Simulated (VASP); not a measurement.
# InP (F-43m) in VASP: notebook

Aim: see how the results for InP move with the level of theory and the settings. Levels: r2SCAN, PBE. Tasks: relaxation of cell and atoms, single point.

Everything below comes from runs of VASP 6.6.1. Logs are shortened: lines on timing, memory, paths and dates and some standing lists are left out, and cuts for length are marked.

### Step 1. The cell of the first run

Symmetry: F-43m, No. 216, cubic system. Conventional cell: a = 5.958 Å, b = 5.958 Å, c = 5.958 Å, α = 90.00°, β = 90.00°, γ = 90.00°. Within 3.4 Å of In (site symmetry -43m) lie 4 P at 2.58 Å. Within 3.4 Å of P (site symmetry -43m) lie 4 In at 2.58 Å.

### Step 2. Relaxation of cell and atoms, r2SCAN

POSCAR

```
InP
1.0
    0.0000000000      2.9791929059      2.9791929059
    2.9791929059      0.0000000000      2.9791929059
    2.9791929059      2.9791929059      0.0000000000
In P
1 1
Direct
    0.0000000000      0.0000000000      0.0000000000
    0.2500000000      0.2500000000      0.2500000000
```

INCAR.step1

```
SYSTEM = InP
PREC     = Accurate       ! precision mode
ENCUT    = 600            ! plane-wave cutoff, eV
ISMEAR   = -1             ! smearing method
SIGMA    = 0.02           ! smearing width, eV
LREAL    = .False.        ! projectors in reciprocal space
LASPH    = .True.         ! aspherical terms in the spheres
NELM     = 100            ! most SCF steps
GGA      = PE             ! functional
ALGO     = Normal         ! electronic algorithm
EDIFF    = 1E-4           ! SCF threshold, eV
LWAVE    = .True.         ! write WAVECAR
LCHARG   = .False.        ! write CHGCAR
```

INCAR.step2

```
SYSTEM = InP
PREC     = Accurate       ! precision mode
ENCUT    = 600            ! plane-wave cutoff, eV
EDIFF    = 1E-6           ! SCF threshold, eV
ISMEAR   = -1             ! smearing method
SIGMA    = 0.02           ! smearing width, eV
LREAL    = .False.        ! projectors in reciprocal space
LASPH    = .True.         ! aspherical terms in the spheres
NELM     = 100            ! most SCF steps
ALGO     = Normal         ! electronic algorithm
ISIF     = 3              ! what is computed and relaxed
LWAVE    = .False.        ! write WAVECAR
LCHARG   = .False.        ! write CHGCAR
METAGGA  = R2SCAN         ! meta-GGA
LMIXTAU  = .True.       
IBRION   = 2              ! ionic algorithm
NSW      = 80             ! ionic steps
EDIFFG   = -0.005         ! ionic threshold
ISTART   = 1
```

KPOINTS

```
regular mesh
0
Gamma
  6 6 6
  0 0 0
```

Potentials or basis: VASP PAW PBE potentials, release 64 (In_d, P).

The run is started by

```sh
$ cat potpaw_PBE.64/In_d/POTCAR potpaw_PBE.64/P/POTCAR > POTCAR
$ cp INCAR.step1 INCAR
$ mpirun -np 1 vasp_std > vasp.out
$ cp INCAR.step2 INCAR
$ mpirun -np 1 vasp_std > vasp.out
```

OUTCAR:

```text
SYSTEM = InP
   PREC = Accurate
   ENCUT = 600
   EDIFF = 1E-6
   ISMEAR = -1
   LREAL = .False.
   LASPH = .True.
   NELM = 100
   ISIF = 3
   METAGGA = R2SCAN
   IBRION = 2
   NSW = 80
   EDIFFG = -0.005
   ISTART = 1

 ion  position               nearest neighbor table
   1  0.000  0.000  0.000-   2 2.58   2 2.58   2 2.58   2 2.58
   2  0.250  0.250  0.250-   1 2.58   1 2.58   1 2.58   1 2.58

  LATTYP: Found a face centered cubic cell.
 ALAT       =     5.9583858118

  Lattice vectors:

 A1 = (   0.0000000000,   2.9791929059,   2.9791929059)
 A2 = (   2.9791929059,   0.0000000000,   2.9791929059)
 A3 = (   2.9791929059,   2.9791929059,   0.0000000000)

Analysis of symmetry for initial positions (statically):
=====================================================================
 Subroutine PRICEL returns:
 Original cell was already a primitive cell.

 Routine SETGRP: Setting up the symmetry group for a
 face centered cubic supercell.

 Subroutine GETGRP returns: Found 24 space group operations
 (whereof 24 operations were pure point group operations)
 out of a pool of 48 trial point group operations.

The static configuration has the point symmetry T_d .

Analysis of symmetry for dynamics (positions and initial velocities):
=====================================================================
 Subroutine PRICEL returns:
 Original cell was already a primitive cell.

 Routine SETGRP: Setting up the symmetry group for a
 face centered cubic supercell.

 Subroutine GETGRP returns: Found 24 space group operations
 (whereof 24 operations were pure point group operations)
 out of a pool of 48 trial point group operations.

The dynamic configuration has the point symmetry T_d .

 Subroutine INISYM returns: Found 24 space group operations
 (whereof 24 operations are pure point group operations),
 and found     1 'primitive' translations

----------------------------------------------------------------------------------------

                                     Primitive cell

  volume of cell :      52.8842

  direct lattice vectors                    reciprocal lattice vectors
     0.000000000  2.979192906  2.979192906    -0.167830690  0.167830690  0.167830690
     2.979192906  0.000000000  2.979192906     0.167830690 -0.167830690  0.167830690
     2.979192906  2.979192906  0.000000000     0.167830690  0.167830690 -0.167830690

  length of vectors
     4.213215012  4.213215012  4.213215012     0.290691282  0.290691282  0.290691282

  position of ions in fractional coordinates (direct lattice)
     0.000000000  0.000000000  0.000000000
     0.250000000  0.250000000  0.250000000

  ion indices of the primitive-cell ions
   primitive index   ion index
                 1           1
                 2           2

----------------------------------------------------------------------------------------

 KPOINTS: regular mesh

Automatic generation of k-mesh.
 Grid dimensions read from file:
 generate k-points for:    6    6    6

 Generating k-lattice:

  Cartesian coordinates                     Fractional coordinates (reciprocal lattice)
    -0.027971782  0.027971782  0.027971782     0.166666667  0.000000000  0.000000000
     0.027971782 -0.027971782  0.027971782     0.000000000  0.166666667  0.000000000
     0.027971782  0.027971782 -0.027971782     0.000000000  0.000000000  0.166666667

  Length of vectors
     0.048448547  0.048448547  0.048448547

  Shift w.r.t. Gamma in fractional coordinates (k-lattice)
     0.000000000  0.000000000  0.000000000

 Subroutine IBZKPT returns following result:
 ===========================================

 Found     16 irreducible k-points:

 Following reciprocal coordinates:
            Coordinates               Weight
  0.000000  0.000000  0.000000      1.000000
  0.166667  0.000000  0.000000      8.000000
  0.333333  0.000000  0.000000      8.000000
  0.500000  0.000000  0.000000      4.000000
  0.166667  0.166667  0.000000      6.000000
  0.333333  0.166667  0.000000     24.000000
[... 8 lines left out ...]
 -0.333333  0.333333  0.166667     24.000000
 -0.333333  0.500000  0.166667     12.000000
   k-points           NKPTS =     16   k-points in BZ     NKDIM =     16   number of bands    NBANDS=     13
   number of dos      NEDOS =    301   number of ions     NIONS =      2
   total plane-waves  NPLWV =  46656
   dimension x,y,z NGX =    36 NGY =   36 NGZ =   36
   dimension x,y,z NGXF=    72 NGYF=   72 NGZF=   72
   ions per type =               1   1
   NGX,Y,Z   is equivalent  to a cutoff of  14.20, 14.20, 14.20 a.u.
   NGXF,Y,Z  is equivalent  to a cutoff of  28.41, 28.41, 28.41 a.u.
 SYSTEM =  InP
   PREC   = accura    normal or accurate (medium, high low for compatibility)
   ISTART =      1    job   : 0-new  1-cont  2-samecut
   ICHARG =      0    charge: 1-file 2-atom 10-const
   ISPIN  =      1    spin polarized calculation?
   LNONCOLLINEAR =      F non collinear calculations
   LSORBIT =      F    spin-orbit coupling
   LASPH  =      T    aspherical Exc in radial PAW
   ENCUT  =  600.0 eV  44.10 Ry    6.64 a.u.   8.41  8.41  8.41*2*pi/ulx,y,z
   NELM   =    100;   NELMIN=  2; NELMDL=  0     # of ELM steps
   EDIFF  = 0.1E-05   stopping-criterion for ELM
   LREAL  =      F    real-space projection
   EDIFFG = -.5E-02   stopping-criterion for IOM
   NSW    =     80    number of steps for IOM
   IBRION =      2    ionic relax: 0-MD 1-quasi-New 2-CG
   NFREE  =      1    steps in history (QN), initial steepest desc. (CG)
   ISIF   =      3    stress and relaxation
   ISYM   =      2    0-nonsym 1-usesym 2-fastsym
   POTIM  = 0.5000    time-step for ionic-motion
   TEBEG  =    0.0;   TEEND  =   0.0 temperature during run
   PSTRESS=    0.0 pullay stress
   NELECT =      18.0000    total number of electrons
   NUPDOWN=      -1.0000    fix difference up-down
   EMIN   =  10.00;   EMAX   =-10.00  energy-range for DOS
   EFERMI =   0.00;   METHOD = LEGACY
   ISMEAR =    -1;   SIGMA  =   0.02  broadening in eV -4-tet -1-fermi 0-gaus
   EFERMI_NEDOS =   21; number of points for ismear=-14 and -15
   IALGO  =     38    algorithm
   IMIX   =      4    mixing-type and parameters
     AMIX     =   0.40;   BMIX     =  1.00
     AMIX_MAG =   1.60;   BMIX_MAG =  1.00
  volume/ion in A,a.u.               =      26.44       178.44
  Fermi-wavevector in a.u.,A,eV,Ry     =   1.143028  2.160011 17.776203  1.306514
  Thomas-Fermi vector in A             =   2.279725
   LORBIT       =      0    0 simple, 1 ext, 2 COOP (PROOUT), +10 PAW based schemes
   METAGGA = R2SCAN    functional components
   LHFCALC =     F    Hartree Fock is set to
   AEXX    =    0.0000 exact exchange contribution
   IVDW    =     0    specifies the selected vdW correction
   LEPSILON=     F    determine dielectric tensor
   LRPA    =     F    only Hartree local field effects (RPA)
 conjugate gradient relaxation of ions
 non-spin polarized calculation
  energy-cutoff  :      600.00
  volume of cell :       52.88
 maximum number of plane-waves:      1807
 NGX is ok and might be reduce to    36
   NGX = 17   NGY = 17   NGZ = 17

--------------------------------------- Ionic step        1  -------------------------------------------

 number of electron      17.9999999 magnetization

 Free energy of the ion-electron system (eV)
  ---------------------------------------------------
  ext. energy  EPLUGINS =         0.00000000
  ---------------------------------------------------
  free energy    TOTEN  =       -32.28174738 eV

  energy without entropy =      -32.28174738  energy(sigma->0) =      -32.28174738

------------------------ aborting loop because EDIFF is reached ----------------------------------------

  FORCE on cell =-STRESS in cart. coord.  units (eV):
  Direction    XX          YY          ZZ          XY          YZ          ZX
  --------------------------------------------------------------------------------------
  -------------------------------------------------------------------------------------
  Total       -0.5770252     -0.5770252     -0.5770252      0.0000000      0.0000000      0.0000000
  in kB      -17.4815325    -17.4815325    -17.4815325      0.0000000      0.0000000      0.0000000
  external PRESSURE =     -17.4815325 kB  Pullay stress =       0.0000000 kB

 VOLUME and BASIS-vectors are now :
 -----------------------------------------------------------------------------
  energy-cutoff  :      600.00
  volume of cell :       52.88
      direct lattice vectors                 reciprocal lattice vectors
     0.000000000  2.979192906  2.979192906    -0.167830690  0.167830690  0.167830690
     2.979192906  0.000000000  2.979192906     0.167830690 -0.167830690  0.167830690
     2.979192906  2.979192906  0.000000000     0.167830690  0.167830690 -0.167830690
[... 37 lines left out ...]
 POSITION                                       TOTAL-FORCE (eV/Angst)
 -----------------------------------------------------------------------------------
      0.00000      2.93773      2.93773        -0.000000     -0.000000     -0.000000
      1.46886      1.46886      1.46886         0.000000      0.000000      0.000000
 -----------------------------------------------------------------------------------
    total drift:                               -0.000003     -0.000003     -0.000003

  FREE ENERGIE OF THE ION-ELECTRON SYSTEM (eV)
  ---------------------------------------------------
  free  energy   TOTEN  =       -32.2871673636 eV

  energy  without entropy=      -32.2871673636  energy(sigma->0) =      -32.28716736

--------------------------------------- Ionic step        3  -------------------------------------------

 number of electron      17.9999998 magnetization

 Free energy of the ion-electron system (eV)
  ---------------------------------------------------
  ext. energy  EPLUGINS =         0.00000000
  ---------------------------------------------------
  free energy    TOTEN  =       -32.28967077 eV

  energy without entropy =      -32.28967077  energy(sigma->0) =      -32.28967077

 E-fermi :   5.1948     XC(G=0):  -9.7753

 val. band max:        4.7741296904   @ k =   0.0000   0.0000   0.0000
 cond. band min:       5.8110421512   @ k =   0.0000   0.0000   0.0000
 fundamental gap:      1.0369124608
 Fermi energy:         5.1948471554

 k-point     1 :       0.0000    0.0000    0.0000
  band No.  band energies     occupation
      1      -9.8461      2.00000
      2      -9.8461      2.00000
      3      -9.8461      2.00000
      4      -9.6790      2.00000
      5      -9.6790      2.00000
      6      -7.0707      2.00000
      7       4.7741      2.00000
      8       4.7741      2.00000
      9       4.7741      2.00000
     10       5.8110      0.00000
     11       9.2111      0.00000
     12       9.2111      0.00000
     13       9.2111      0.00000

 k-point     2 :       0.1667    0.0000    0.0000
  band No.  band energies     occupation
      1      -9.8793      2.00000
      2      -9.8335      2.00000
      3      -9.8335      2.00000
      4      -9.6785      2.00000
      5      -9.6785      2.00000
      6      -6.7519      2.00000
      7       2.6201      2.00000
      8       4.4716      2.00000
      9       4.4716      2.00000
     10       6.8798      0.00000
     11       9.6104      0.00000
[... 246 lines left out ...]
 POSITION                                       TOTAL-FORCE (eV/Angst)
 -----------------------------------------------------------------------------------
      0.00000      0.00000      0.00000         0.000000      0.000000      0.000000
      1.47620      1.47620      1.47620        -0.000000     -0.000000     -0.000000
 -----------------------------------------------------------------------------------
    total drift:                               -0.000003     -0.000003     -0.000003

  FREE ENERGIE OF THE ION-ELECTRON SYSTEM (eV)
  ---------------------------------------------------
  free  energy   TOTEN  =       -32.2896707737 eV

  energy  without entropy=      -32.2896707737  energy(sigma->0) =      -32.28967077

 reached required accuracy - stopping structural energy minimisation
```

Run time: 3.5 min. Hardware: 1 thread of Intel Xeon 6975P-C, shared host; peak memory 0.24 GiB.

What came out:

```
Free energy                            : -32.2897 eV
Relaxed volume                         : 25.74 Å³/atom
Relaxed cell                           : a = 4.175 Å, b = 4.175 Å, c = 4.175 Å, α = 60.00°, β = 60.00°, γ = 60.00°
Space group after relaxing (to 0.05 Å) : F-43m (No. 216)
Energy gained by relaxing              : 4.0 meV/atom
Ionic steps                            : 3
Pressure after relaxing                : 0.0 GPa
Band gap on the k mesh                 : 1.04 eV, direct
```

The path:
| step | energy change (eV) | largest force (eV/Å) | pressure (GPa) | volume (Å³) |
| --- | --- | --- | --- | --- |
| 1 | 0.0000 | 0.0000 | -1.75 | 52.88 |
| 2 | -0.0054 | 0.0000 | 1.07 | 50.71 |
| 3 | -0.0079 | 0.0000 | 0.01 | 51.47 |

Final structure:
```
In P
1.0
     0.00000    2.95240    2.95240
     2.95240    0.00000    2.95240
     2.95240    2.95240    0.00000
In P
1 1
Direct
  0.00000 0.00000 0.00000
  0.25000 0.25000 0.25000
```

Levels at points of the mesh, in eV from the valence-band top:
```csv
k point,band 5,band 6,band 7,band 8,band 9,band 10,band 11,band 12,band 13
"(0.00, 0.00, 0.00)",-14.45,-11.84,0.00,0.00,0.00,1.04,4.44,4.44,4.44
"(0.50, 0.00, 0.00)",-14.44,-10.11,-5.76,-0.98,-0.98,1.80,5.15,5.15,7.50
"(0.50, 0.50, 0.00)",-14.42,-9.46,-5.78,-2.33,-2.33,2.04,2.54,9.73,10.16
```

Caveat: the PAW data sets were made with another functional, which shifts forces and pressure a little; spin-orbit coupling is left out, which moves the levels of the heavy elements. r2SCAN opens gaps a little over a GGA but as a rule still falls short of measured ones.

(Part 1 of 2 ends here.)
